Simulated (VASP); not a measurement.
# BP (Pm-3m) in VASP: a series of runs

The runs below take BP through single point, with PBEsol, PBEsol+D3(BJ).

Everything below comes from runs of VASP 6.6.1. Logs are shortened: lines on timing, memory, paths and dates and some standing lists are left out, and cuts for length are marked.

## 1. The cell of the first run

The structure is cubic, space group Pm-3m (No. 221). Conventional cell: a = 2.708 Å, b = 2.708 Å, c = 2.708 Å, α = 90.00°, β = 90.00°, γ = 90.00°. B (site symmetry m-3m) has 8 P at 2.35 Å and 6 B at 2.71 Å within 3.1 Å. Within 3.1 Å of P (site symmetry m-3m) lie 8 B at 2.35 Å and 6 P at 2.71 Å.

## 2. Single point, PBEsol

INCAR

```
  PREC = Accurate
  ENCUT = 500
  EDIFF = 1E-6
  ISMEAR = 0
  SIGMA = 0.5
  LREAL = False
  LASPH = True
  NELM = 120
  ALGO = Normal
  ISIF = 2
  LWAVE = False
  LCHARG = True
  GGA = PS
  LELF = True
  LVHAR = True
  NBANDS = 11
  GGA_COMPAT = False
```

KPOINTS

```
Automatic mesh
0
Gamma
  6 6 6
```

POSCAR

```
BP
1.0
    2.7080526412      0.0000000000      0.0000000000
    0.0000000000      2.7080526412      0.0000000000
    0.0000000000      0.0000000000      2.7080526412
B P
1 1
Direct
    0.0000000000      0.0000000000      0.0000000000
    0.5000000000      0.5000000000      0.5000000000
```

Potentials or basis: VASP PAW PBE potentials, release 64 (B, P).

Run with:

```sh
> cat potpaw_PBE.64/B/POTCAR potpaw_PBE.64/P/POTCAR > POTCAR
> mpirun -np 1 vasp_std > vasp.out
```

OUTCAR:

```text
PREC = Accurate
   ENCUT = 500
   EDIFF = 1E-6
   ISMEAR = 0
   LREAL = False
   LASPH = True
   NELM = 120
   ISIF = 2
   GGA = PS

 ion  position               nearest neighbor table
   1  0.000  0.000  0.000-   2 2.35   2 2.35   2 2.35   2 2.35   2 2.35   2 2.35   2 2.35   2 2.35

   2  0.500  0.500  0.500-   1 2.35   1 2.35   1 2.35   1 2.35   1 2.35   1 2.35   1 2.35   1 2.35

  LATTYP: Found a simple cubic cell.
 ALAT       =     2.7080526412

  Lattice vectors:

 A1 = (   2.7080526412,   0.0000000000,   0.0000000000)
 A2 = (   0.0000000000,   2.7080526412,   0.0000000000)
 A3 = (   0.0000000000,   0.0000000000,   2.7080526412)

Analysis of symmetry for initial positions (statically):
=====================================================================
 Subroutine PRICEL returns:
 Original cell was already a primitive cell.

 Routine SETGRP: Setting up the symmetry group for a
 simple cubic supercell.

 Subroutine GETGRP returns: Found 48 space group operations
 (whereof 48 operations were pure point group operations)
 out of a pool of 48 trial point group operations.

The static configuration has the point symmetry O_h .

Analysis of symmetry for dynamics (positions and initial velocities):
=====================================================================
 Subroutine PRICEL returns:
 Original cell was already a primitive cell.

 Routine SETGRP: Setting up the symmetry group for a
 simple cubic supercell.

 Subroutine GETGRP returns: Found 48 space group operations
 (whereof 48 operations were pure point group operations)
 out of a pool of 48 trial point group operations.

The dynamic configuration has the point symmetry O_h .

 Subroutine INISYM returns: Found 48 space group operations
 (whereof 48 operations are pure point group operations),
 and found     1 'primitive' translations

----------------------------------------------------------------------------------------

                                     Primitive cell

  volume of cell :      19.8596

  direct lattice vectors                    reciprocal lattice vectors
     2.708052641  0.000000000  0.000000000     0.369269040  0.000000000  0.000000000
     0.000000000  2.708052641  0.000000000     0.000000000  0.369269040  0.000000000
     0.000000000  0.000000000  2.708052641     0.000000000  0.000000000  0.369269040

  length of vectors
     2.708052641  2.708052641  2.708052641     0.369269040  0.369269040  0.369269040

  position of ions in fractional coordinates (direct lattice)
     0.000000000  0.000000000  0.000000000
     0.500000000  0.500000000  0.500000000

  ion indices of the primitive-cell ions
   primitive index   ion index
                 1           1
                 2           2

----------------------------------------------------------------------------------------

 KPOINTS: Automatic mesh

Automatic generation of k-mesh.
 Grid dimensions read from file:
 generate k-points for:    6    6    6

 Generating k-lattice:

  Cartesian coordinates                     Fractional coordinates (reciprocal lattice)
     0.061544840  0.000000000  0.000000000     0.166666667  0.000000000  0.000000000
     0.000000000  0.061544840  0.000000000     0.000000000  0.166666667  0.000000000
     0.000000000  0.000000000  0.061544840     0.000000000  0.000000000  0.166666667

  Length of vectors
     0.061544840  0.061544840  0.061544840

  Shift w.r.t. Gamma in fractional coordinates (k-lattice)
     0.000000000  0.000000000  0.000000000

 Subroutine IBZKPT returns following result:
 ===========================================

 Found     20 irreducible k-points:

 Following reciprocal coordinates:
            Coordinates               Weight
  0.000000  0.000000  0.000000      1.000000
  0.166667  0.000000  0.000000      6.000000
  0.333333  0.000000  0.000000      6.000000
  0.500000  0.000000  0.000000      3.000000
  0.166667  0.166667  0.000000     12.000000
  0.333333  0.166667  0.000000     24.000000
[... 12 lines left out ...]
  0.500000  0.500000  0.333333      6.000000
  0.500000  0.500000  0.500000      1.000000
   k-points           NKPTS =     20   k-points in BZ     NKDIM =     20   number of bands    NBANDS=     11
   number of dos      NEDOS =    301   number of ions     NIONS =      2
   total plane-waves  NPLWV =   8000
   dimension x,y,z NGX =    20 NGY =   20 NGZ =   20
   dimension x,y,z NGXF=    40 NGYF=   40 NGZF=   40
   ions per type =               1   1
   NGX,Y,Z   is equivalent  to a cutoff of  12.28, 12.28, 12.28 a.u.
   NGXF,Y,Z  is equivalent  to a cutoff of  24.56, 24.56, 24.56 a.u.
 SYSTEM =  unknown system
   PREC   = accura    normal or accurate (medium, high low for compatibility)
   ISTART =      0    job   : 0-new  1-cont  2-samecut
   ICHARG =      2    charge: 1-file 2-atom 10-const
   ISPIN  =      1    spin polarized calculation?
   LNONCOLLINEAR =      F non collinear calculations
   LSORBIT =      F    spin-orbit coupling
   LASPH  =      T    aspherical Exc in radial PAW
   ENCUT  =  500.0 eV  36.75 Ry    6.06 a.u.   4.94  4.94  4.94*2*pi/ulx,y,z
   NELM   =    120;   NELMIN=  2; NELMDL= -5     # of ELM steps
   EDIFF  = 0.1E-05   stopping-criterion for ELM
   LREAL  =      F    real-space projection
   EDIFFG = 0.1E-04   stopping-criterion for IOM
   NSW    =      0    number of steps for IOM
   IBRION =     -1    ionic relax: 0-MD 1-quasi-New 2-CG
   NFREE  =      0    steps in history (QN), initial steepest desc. (CG)
   ISIF   =      2    stress and relaxation
   ISYM   =      2    0-nonsym 1-usesym 2-fastsym
   POTIM  = 0.5000    time-step for ionic-motion
   TEBEG  =    0.0;   TEEND  =   0.0 temperature during run
   PSTRESS=    0.0 pullay stress
   NELECT =       8.0000    total number of electrons
   NUPDOWN=      -1.0000    fix difference up-down
   EMIN   =  10.00;   EMAX   =-10.00  energy-range for DOS
   EFERMI =   0.00;   METHOD = LEGACY
   ISMEAR =     0;   SIGMA  =   0.50  broadening in eV -4-tet -1-fermi 0-gaus
   EFERMI_NEDOS =   21; number of points for ismear=-14 and -15
   IALGO  =     38    algorithm
   IMIX   =      4    mixing-type and parameters
     AMIX     =   0.40;   BMIX     =  1.00
     AMIX_MAG =   1.60;   BMIX_MAG =  1.00
  volume/ion in A,a.u.               =       9.93        67.01
  Fermi-wavevector in a.u.,A,eV,Ry     =   1.209060  2.284791 19.889340  1.461825
  Thomas-Fermi vector in A             =   2.344649
   LORBIT       =      0    0 simple, 1 ext, 2 COOP (PROOUT), +10 PAW based schemes
   GGA     = PS    functional components
   LHFCALC =     F    Hartree Fock is set to
   AEXX    =    0.0000 exact exchange contribution
   IVDW    =     0    specifies the selected vdW correction
   LEPSILON=     F    determine dielectric tensor
   LRPA    =     F    only Hartree local field effects (RPA)
 non-spin polarized calculation
 Gauss-broadening in eV      SIGMA  =   0.50
  energy-cutoff  :      500.00
  volume of cell :       19.86
 maximum number of plane-waves:       514
 NGX is ok and might be reduce to    20
   NGX =  9   NGY =  9   NGZ =  9

 number of electron       7.9999998 magnetization

 Free energy of the ion-electron system (eV)
  ---------------------------------------------------
  ext. energy  EPLUGINS =         0.00000000
  ---------------------------------------------------
  free energy    TOTEN  =       -10.22129819 eV

  energy without entropy =      -10.11249086  energy(sigma->0) =      -10.16689452

 E-fermi :  10.1912     XC(G=0): -12.1880

 val. band max:       10.0473227643   @ k =   0.1667   0.1667   0.0000
 cond. band min:      10.2780192709   @ k =   0.5000   0.1667   0.0000
 fundamental gap:      0.2306965066
 Fermi energy:        10.1912193570

 k-point     1 :       0.0000    0.0000    0.0000
  band No.  band energies     occupation
      1      -7.0783      2.00000
      2       9.0821      1.99829
      3       9.0821      1.99829
      4       9.0821      1.99829
      5      12.5066      0.00000
      6      14.5091      0.00000
      7      14.5091      0.00000
      8      21.1590      0.00000
      9      21.1590      0.00000
     10      21.1590      0.00000
     11      28.2537      0.00000

 k-point     2 :       0.1667    0.0000    0.0000
  band No.  band energies     occupation
      1      -6.5718      2.00000
      2       5.5824      2.00000
      3       9.5670      1.92253
      4       9.5670      1.92253
      5      13.2198      0.00000
      6      15.0096      0.00000
      7      18.2319      0.00000
      8      19.5900      0.00000
      9      19.5900      0.00000
     10      20.3830      0.00000
     11      28.2954      0.00000

 k-point     3 :       0.3333    0.0000    0.0000
  band No.  band energies     occupation
      1      -5.0891      2.00000
      2       1.3271      2.00000
      3      11.0033      0.02162
      4      11.0033      0.02162
      5      14.2346      0.00000
      6      16.3959      0.00000
      7      16.4282      0.00000
      8      16.4282      0.00000
      9      18.0267      0.00000
     10      24.6494      0.00000
     11      24.9273      0.00000

 k-point     4 :       0.5000    0.0000    0.0000
  band No.  band energies     occupation
      1      -3.3628      2.00000
      2      -1.3582      2.00000
      3      13.0610      0.00000
      4      13.0610      0.00000
      5      13.6577      0.00000
      6      13.6577      0.00000
      7      15.3359      0.00000
      8      16.5367      0.00000
      9      17.6121      0.00000
     10      22.3308      0.00000
     11      29.0625      0.00000
[... 183 lines left out ...]
 k-point    18 :       0.5000    0.3333    0.3333
  band No.  band energies     occupation
      1       0.8224      2.00000
      2       2.3643      2.00000
      3       6.8283      2.00000
      4       7.3776      2.00000
      5       7.9961      2.00000
      6       8.5373      2.00000
      7      13.0934      0.00000
      8      13.4573      0.00000
      9      28.2517      0.00000
     10      28.6231      0.00000
     11      30.1265      0.00000

 k-point    19 :       0.5000    0.5000    0.3333
  band No.  band energies     occupation
      1       2.8712      2.00000
      2       4.0811      2.00000
      3       4.0811      2.00000
      4       5.6691      2.00000
      5       9.0502      1.99875
      6      10.3013      0.75545
      7      10.3013      0.75545
      8      10.6908      0.15763
      9      29.8131      0.00000
     10      29.8131      0.00000
     11      30.1307      0.00000

 k-point    20 :       0.5000    0.5000    0.5000
  band No.  band energies     occupation
      1       4.6600      2.00000
      2       6.3842      2.00000
      3       6.3842      2.00000
      4       6.3842      2.00000
      5       7.0106      2.00000
      6       7.0106      2.00000
      7       7.0106      2.00000
      8       8.6699      1.99998
      9      31.2215      0.00000
     10      31.2215      0.00000
     11      31.2215      0.00000

------------------------ aborting loop because EDIFF is reached ----------------------------------------

  FORCE on cell =-STRESS in cart. coord.  units (eV):
  Direction    XX          YY          ZZ          XY          YZ          ZX
  --------------------------------------------------------------------------------------
  -------------------------------------------------------------------------------------
  Total        0.0011887      0.0011887      0.0011887     -0.0000000     -0.0000000      0.0000000
  in kB        0.0958961      0.0958961      0.0958961     -0.0000000     -0.0000000      0.0000000
  external PRESSURE =       0.0958961 kB  Pullay stress =       0.0000000 kB

 VOLUME and BASIS-vectors are now :
 -----------------------------------------------------------------------------
  energy-cutoff  :      500.00
  volume of cell :       19.86
      direct lattice vectors                 reciprocal lattice vectors
     2.708052641  0.000000000  0.000000000     0.369269040  0.000000000  0.000000000
     0.000000000  2.708052641  0.000000000     0.000000000  0.369269040  0.000000000
     0.000000000  0.000000000  2.708052641     0.000000000  0.000000000  0.369269040

 POSITION                                       TOTAL-FORCE (eV/Angst)
 -----------------------------------------------------------------------------------
      0.00000      0.00000      0.00000         0.000000      0.000000      0.000000
      1.35403      1.35403      1.35403         0.000000      0.000000      0.000000
 -----------------------------------------------------------------------------------
    total drift:                                0.000000      0.000000     -0.000000

  FREE ENERGIE OF THE ION-ELECTRON SYSTEM (eV)
  ---------------------------------------------------
  free  energy   TOTEN  =       -10.2212981864 eV

  energy  without entropy=      -10.1124908605  energy(sigma->0) =      -10.16689452
```

Wall time 4.6 s (1 thread of AMD EPYC 7R43 (Zen 3), shared host); peak memory 0.08 GiB.

What came out:

```
Free energy            : -10.2213 eV
Pressure               : 0.0 GPa
Band gap on the k mesh : zero (band 4 reaches 13.06 eV, above the bottom of band 5 at 7.01 eV)
```

Levels at points of the mesh, in eV from the Fermi level:
| k point | band 2 | band 3 | band 4 | band 5 | band 6 | band 7 |
| --- | --- | --- | --- | --- | --- | --- |
| (0.00, 0.00, 0.00) | -1.11 | -1.11 | -1.11 | 2.32 | 4.32 | 4.32 |
| (0.50, 0.00, 0.00) | -11.55 | 2.87 | 2.87 | 3.47 | 3.47 | 5.14 |
| (0.50, 0.50, 0.00) | -8.20 | -8.20 | -6.10 | 5.12 | 5.61 | 8.43 |
| (0.50, 0.50, 0.50) | -3.81 | -3.81 | -3.81 | -3.18 | -3.18 | -3.18 |

Caveat: the k points lie up to 0.39 Å⁻¹ apart; the PAW data sets were made with another functional, which shifts forces and pressure a little.

## 3. Single point, PBEsol

INCAR

```
SYSTEM = BP
PREC = Accurate
ENCUT = 500
EDIFF = 1E-6
ISMEAR = 1
SIGMA = 0.5
LREAL = .FALSE.
LASPH = .TRUE.
NELM = 120
ALGO = Normal
ISIF = 2
LWAVE = .FALSE.
LCHARG = .FALSE.
GGA = PS
NBANDS = 11
GGA_COMPAT = .FALSE.
```

KPOINTS

```
Automatic mesh
0
G
  6 6 6
  0 0 0
```

POSCAR is that of step 2.

Potentials or basis: VASP PAW PBE potentials, release 64 (B, P).

Run with:

```sh
> cat potpaw_PBE.64/B/POTCAR potpaw_PBE.64/P/POTCAR > POTCAR
> mpirun -np 1 vasp_std > vasp.out
```

Wall time 4.7 s (1 thread of AMD EPYC 7R43 (Zen 3), shared host); peak memory 0.08 GiB.

Results (log left out):

| Item | Value |
| --- | --- |
| Free energy | -10.1666 eV |
| Pressure | 0.3 GPa |
| Band gap on the k mesh | zero (band 4 reaches 13.05 eV, above the bottom of band 5 at 7.00 eV) |

Levels at points of the mesh, in eV from the Fermi level:
| k point | band 2 | band 3 | band 4 | band 5 | band 6 | band 7 |
| --- | --- | --- | --- | --- | --- | --- |
| (0.00, 0.00, 0.00) | -1.10 | -1.10 | -1.10 | 2.32 | 4.33 | 4.33 |
| (0.50, 0.00, 0.00) | -11.54 | 2.87 | 2.87 | 3.49 | 3.49 | 5.15 |
| (0.50, 0.50, 0.00) | -8.18 | -8.18 | -6.10 | 5.12 | 5.63 | 8.43 |
| (0.50, 0.50, 0.50) | -3.78 | -3.78 | -3.78 | -3.18 | -3.18 | -3.18 |

Caveat: the k points lie up to 0.39 Å⁻¹ apart; the PAW data sets were made with another functional, which shifts forces and pressure a little.

## 4. Single point, PBEsol+D3(BJ)

INCAR

```
PREC = Accurate
ENCUT = 500
EDIFF = 1E-6
ISMEAR = -1
SIGMA = 0.02
LREAL = F
LASPH = T
NELM = 120
ALGO = Normal
ISIF = 2
LWAVE = F
LCHARG = T
GGA = PS
IVDW = 12
LELF = T
LVHAR = T
NBANDS = 11
GGA_COMPAT = F
```

KPOINTS

```
Automatic mesh
0
Gamma
  6 6 6
```

POSCAR is that of step 3.

Run with:

```sh
> cat potpaw_PBE.64/B/POTCAR potpaw_PBE.64/P/POTCAR > POTCAR
> mpirun -np 1 vasp_std > vasp.out
```

Run time: 7.5 s. Hardware: 1 thread of AMD EPYC 7R43 (Zen 3), shared host; peak memory 0.09 GiB.

The run converged. Its results:

```yaml
Free_energy: -10.7578 eV
Pressure: -4.3 GPa
Band_gap_on_the_k_mesh: zero (band 4 reaches 13.06 eV, above the bottom of band 5 at 7.01 eV)
Dispersion_energy_per_atom: -0.297 eV
```

Levels at points of the mesh, in eV from the Fermi level:
| k point | band 2 | band 3 | band 4 | band 5 | band 6 | band 7 |
| --- | --- | --- | --- | --- | --- | --- |
| (0.00, 0.00, 0.00) | -1.18 | -1.18 | -1.18 | 2.25 | 4.25 | 4.25 |
| (0.50, 0.00, 0.00) | -11.62 | 2.80 | 2.80 | 3.40 | 3.40 | 5.07 |
| (0.50, 0.50, 0.00) | -8.27 | -8.27 | -6.18 | 5.05 | 5.54 | 8.35 |
| (0.50, 0.50, 0.50) | -3.87 | -3.87 | -3.87 | -3.25 | -3.25 | -3.25 |

Caveat: the k points lie up to 0.39 Å⁻¹ apart; the PAW data sets were made with another functional, which shifts forces and pressure a little; pairwise dispersion overbinds metals, which lowers pressure and volume.

## 5. The runs side by side

| level | smearing | gap on the mesh (eV) | pressure (GPa) |
| --- | --- | --- | --- |
| PBEsol | gaussian 0.5 eV | none | 0.0 |
| PBEsol | methfessel-paxton 0.5 eV | none | 0.3 |
| PBEsol+D3(BJ) | fermi-dirac 0.02 eV | none | -4.3 |

Alike in all rows: task single point; potentials or basis VASP PAW PBE potentials, release 64 (B, P); no spin polarisation; cell as given; k mesh 6 × 6 × 6; cutoff (eV) 500.

Caveats: all runs use coarse meshes; the PAW data sets were made with another functional, which shifts forces and pressure a little; pairwise dispersion overbinds metals, which lowers pressure and volume (some runs).

Absolute energies hang on the potentials; compare differences alone.
